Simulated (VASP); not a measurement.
# SiC (Cm) in VASP: further runs, part 2 of 2

VASP 6.6.1.

### 3 Single point, r2SCAN

Contents of POSCAR:

```
SiC
1.0
   -3.0751950066      0.0000000000      0.0000000000
   -1.5375975033     -2.6631969973      0.0000000000
   -1.1531981275     -0.6657992493     10.0963337124
Si C
4 4
Direct
    0.1068204730      0.1068204730      0.9060514413
    0.2318204730      0.2318204730      0.4060514413
    0.6276538063      0.6276538063      0.1560514413
    0.5026538063      0.5026538063      0.6560514413
    0.3098461937      0.3098461937      0.0939485587
    0.1848461937      0.1848461937      0.5939485587
    0.5806795270      0.5806795270      0.3439485587
    0.4556795270      0.4556795270      0.8439485587
```

Contents of INCAR.step1:

```
PREC     = Accurate       # precision mode
ENCUT    = 520            # plane-wave cutoff, eV
ISMEAR   = 0              # smearing method
SIGMA    = 0.05           # smearing width, eV
LREAL    = False          # projectors in reciprocal space
LASPH    = True           # aspherical terms in the spheres
NELM     = 100            # most SCF steps
NBANDS   = 26             # bands
GGA      = PE             # functional
ALGO     = Normal         # electronic algorithm
EDIFF    = 1E-4           # SCF threshold, eV
LWAVE    = True           # write WAVECAR
LCHARG   = False          # write CHGCAR
```

Contents of INCAR.step2:

```
PREC     = Accurate       # precision mode
ENCUT    = 520            # plane-wave cutoff, eV
EDIFF    = 1E-6           # SCF threshold, eV
ISMEAR   = 0              # smearing method
SIGMA    = 0.05           # smearing width, eV
LREAL    = False          # projectors in reciprocal space
LASPH    = True           # aspherical terms in the spheres
NELM     = 100            # most SCF steps
ALGO     = Normal         # electronic algorithm
ISIF     = 2              # what is computed and relaxed
LWAVE    = False          # write WAVECAR
LCHARG   = True           # write CHGCAR
METAGGA  = R2SCAN         # meta-GGA
LMIXTAU  = True         
LELF     = True           # ELF
LVHAR    = True         
NBANDS   = 26             # bands
ISTART   = 1
```

Contents of KPOINTS:

```
regular mesh
0
Gamma
  8 8 3
```

Potentials or basis: VASP PAW PBE potentials, release 64 (Si, C).

Launch:

```
$ cat potpaw_PBE.64/Si/POTCAR potpaw_PBE.64/C/POTCAR > POTCAR
$ cp INCAR.step1 INCAR
$ mpirun -np 1 vasp_std > vasp.out
$ cp INCAR.step2 INCAR
$ mpirun -np 1 vasp_std > vasp.out
```

OUTCAR:

```text
PREC = Accurate
   ENCUT = 520
   EDIFF = 1E-6
   ISMEAR = 0
   LREAL = False
   LASPH = True
   NELM = 100
   ISIF = 2
   METAGGA = R2SCAN
   ISTART = 1

 ion  position               nearest neighbor table
   1  0.107  0.107  0.906-   8 1.88   8 1.88   8 1.88   5 2.32   3 2.99   3 2.99   4 3.09   4 3.09
                             4 3.09
   2  0.232  0.232  0.406-   7 1.88   7 1.88   7 1.88   6 1.90   3 3.09   4 3.09   3 3.09   4 3.09
                             4 3.09   3 3.09
   3  0.628  0.628  0.156-   5 1.88   5 1.88   5 1.88   7 1.90   1 2.99   1 2.99   2 3.09   2 3.09
                             2 3.09
[... 916 lines left out ...]
  Total       -3.1775304     -1.9479208      4.4677324     -1.0648732      3.5897951      6.2177084
  in kB      -61.5687944    -37.7435040     86.5681399    -20.6333067     69.5569592    120.4762068
  external PRESSURE =      -4.2480528 kB  Pullay stress =       0.0000000 kB

 VOLUME and BASIS-vectors are now :
 -----------------------------------------------------------------------------
  energy-cutoff  :      520.00
  volume of cell :       82.69
      direct lattice vectors                 reciprocal lattice vectors
    -3.075195007  0.000000000  0.000000000    -0.325182630  0.187744279 -0.024761464
    -1.537597503 -2.663196997  0.000000000     0.000000000 -0.375488558 -0.024761464
    -1.153198128 -0.665799249 10.096333712     0.000000000  0.000000000  0.099045855

 POSITION                                       TOTAL-FORCE (eV/Angst)
 -----------------------------------------------------------------------------------
     -1.53760     -0.88773      9.14780        -1.454042     -0.839492      0.195398
     -1.53760     -0.88773      4.09963         0.009563      0.005521     -0.235468
     -3.07520     -1.77546      1.57555        -0.159205     -0.091917      0.150136
     -3.07520     -1.77546      6.62371        -0.258269     -0.149112     -0.525848
     -1.53760     -0.88773      0.94854         2.270175      1.310686      0.897703
     -1.53760     -0.88773      5.99670        -0.025360     -0.014642      0.180205
     -3.07520     -1.77546      3.47262         0.189760      0.109558      0.322363
     -3.07520     -1.77546      8.52079        -0.572622     -0.330603     -0.984488
 -----------------------------------------------------------------------------------
    total drift:                                0.000452      0.000261      0.001323

  FREE ENERGIE OF THE ION-ELECTRON SYSTEM (eV)
  ---------------------------------------------------
  free  energy   TOTEN  =       -74.7119685257 eV

  energy  without entropy=      -74.7119685257  energy(sigma->0) =      -74.71196853
```

Run time: 5.6 min. Hardware: 1 thread of Intel Xeon 6975P-C (Granite Rapids), shared host; peak memory 0.26 GiB.

What came out:

| Item | Value |
| --- | --- |
| Free energy | -74.7120 eV |
| Pressure | -0.4 GPa |
| Largest force | 2.771 eV/Å |
| Band gap on the k mesh | 0.86 eV, indirect (least direct gap 1.45 eV) |

Forces on the atoms (eV/Å):
```
Si  -1.454 -0.839  0.195
Si   0.010  0.006 -0.235
Si  -0.159 -0.092  0.150
Si  -0.258 -0.149 -0.526
C    2.270  1.311  0.898
C   -0.025 -0.015  0.180
C    0.190  0.110  0.322
C   -0.573 -0.331 -0.984
```

Levels at points of the mesh, in eV from the valence-band top:
```tsv
k point	band 12	band 13	band 14	band 15	band 16	band 17	band 18	band 19	band 20	band 21
(0.00, 0.00, 0.00)	-0.89	-0.88	-0.67	-0.58	-0.01	4.43	5.21	5.90	6.17	6.36
(0.50, 0.00, 0.00)	-3.58	-3.34	-2.53	-2.16	-1.29	1.89	2.36	3.08	3.88	4.50
(0.50, 0.50, 0.00)	-3.15	-3.09	-3.03	-1.78	-0.59	0.86	2.25	3.26	3.83	4.57
```

Caveat: the PAW data sets were made with another functional, which shifts forces and pressure a little.

### 4 Single point, r2SCAN

This run uses another cell than the first one, of the same volume but with other edges.

Contents of POSCAR:

```
SiC
1.0
   -3.0751950066      0.0000000000      0.0000000000
   -1.5375975033     -2.6631969973      0.0000000000
   -1.9221506389     -1.1097541888     10.0963337124
Si C
4 4
Direct
   -0.0442183023     -0.0442183023      0.9060514413
    0.1641316977      0.1641316977      0.4060514413
    0.6016400311      0.6016400311      0.1560514413
    0.3932900311      0.3932900311      0.6560514413
    0.2941849689      0.2941849689      0.0939485587
    0.0858349689      0.0858349689      0.5939485587
    0.5233433023      0.5233433023      0.3439485587
    0.3149933023      0.3149933023      0.8439485587
```

Contents of INCAR.step1:

```
SYSTEM = SiC
ALGO = Normal ; EDIFF = 1E-4
ENCUT = 520 ; GGA = PE
ISMEAR = 0 ; LASPH = .True.
LCHARG = .False. ; LREAL = .False.
LWAVE = .True. ; NBANDS = 26
NELM = 100 ; PREC = Accurate
SIGMA = 0.05
```

Contents of INCAR.step2:

```
SYSTEM = SiC
ALGO = Normal ; EDIFF = 1E-7
ENCUT = 520 ; ISIF = 2
ISMEAR = 0 ; ISTART = 1
LASPH = .True. ; LCHARG = .True.
LELF = .True. ; LMIXTAU = .True.
LREAL = .False. ; LVHAR = .True.
LWAVE = .False. ; METAGGA = R2SCAN
NBANDS = 26 ; NELM = 100
PREC = Accurate ; SIGMA = 0.05
```

Contents of KPOINTS:

```
k-points
0
Gamma
  8 8 3
  0 0 0
```

Launch:

```
$ cat potpaw_PBE.64/Si/POTCAR potpaw_PBE.64/C/POTCAR > POTCAR
$ cp INCAR.step1 INCAR
$ mpirun -np 1 vasp_std > vasp.out
$ cp INCAR.step2 INCAR
$ mpirun -np 1 vasp_std > vasp.out
```

It took 5.6 min on 1 thread of Intel Xeon 6975P-C (Granite Rapids), shared host; peak memory 0.26 GiB.

It converged, with:

```
Free energy            : -74.4853 eV
Pressure               : -0.7 GPa
Largest force          : 1.944 eV/Å
Band gap on the k mesh : 0.65 eV, indirect (least direct gap 1.13 eV)
```

Forces in eV/Å, atoms in the order of the input:
```
Si   0.436  0.252  0.289
Si   0.020  0.012 -0.258
Si   0.263  0.152  0.107
Si   0.247  0.143 -0.562
C   -1.433 -0.827  1.022
C    0.040  0.023  0.193
C   -0.137 -0.079  0.357
C    0.563  0.325 -1.147
```

Stress tensor (GPa, compression positive):
```
-3.44  3.76 -7.87
 3.76 -7.79 -4.54
-7.87 -4.54  9.27
```

Levels at points of the mesh, in eV from the valence-band top:
```csv
k point,band 13,band 14,band 15,band 16,band 17,band 18,band 19,band 20
"(0.00, 0.00, 0.00)",-0.85,-0.68,-0.62,-0.10,4.24,5.16,5.84,6.16
"(0.50, 0.00, 0.00)",-3.48,-2.56,-2.17,-0.94,1.17,2.48,3.04,3.86
"(0.50, 0.50, 0.00)",-3.12,-3.02,-1.83,-1.68,1.61,2.26,3.12,3.90
```

Caveat: the PAW data sets were made with another functional, which shifts forces and pressure a little.

### 5 Summary

```tsv
cell	gap on the mesh (eV)	pressure (GPa)	largest force (eV/Å)
a = 3.075, b = 3.075, c = 10.106 Å, angles 87.8, 87.8, 60.0°, 8 atoms	2.59	-0.5	1.32
a = 3.075, b = 3.075, c = 10.184 Å, angles 83.5, 83.5, 60.0°, 8 atoms	0.86	-0.4	2.77
a = 3.075, b = 3.075, c = 10.337 Å, angles 79.3, 79.3, 60.0°, 8 atoms	0.65	-0.7	1.94
```

Alike in all rows: task single point; level r2SCAN; potentials or basis VASP PAW PBE potentials, release 64 (Si, C); no spin polarisation; k mesh 8 × 8 × 3; cutoff (eV) 520; smearing gaussian 0.05 eV.

Caveats: the PAW data sets were made with another functional, which shifts forces and pressure a little.

Total energies depend on the potentials used, so only differences within one code and one set of settings carry meaning.
